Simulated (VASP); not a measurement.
The system is GaAs.

```
Ga As
1.0
     0.00000    2.83308    2.83308
     2.83308    0.00000    2.83308
     2.83308    2.83308    0.00000
Ga As
1 1
Direct
  0.00000 0.00000 0.00000
  0.25000 0.25000 0.25000
```

Base run:

```yaml
Program: VASP 6.6.1
Functional: r2SCAN
Potentials_or_basis: VASP PAW PBE potentials, release 64 (Ga_d, As)
Cutoff: 520 eV
k_mesh: 8 × 8 × 8
Occupations: gaussian, width 0.01 eV
Spin: no spin polarisation
```

Its results: band gap on the k mesh 0.94 eV, direct; pressure 0.1 GPa.

Problem. The run is repeated on the same cell with these changes: functional from r2SCAN to PBE; k mesh from 8 × 8 × 8 to 4 × 4 × 4. What comes out?

Solution. Band gap on the k mesh 0.46 eV, direct; pressure 3.2 GPa.

Several settings changed at once, so the effect can't be laid on one alone.

Caveats: some runs use coarse meshes; the PAW data sets were made with another functional, which shifts forces and pressure a little (some runs).

A k mesh can miss the band edges.
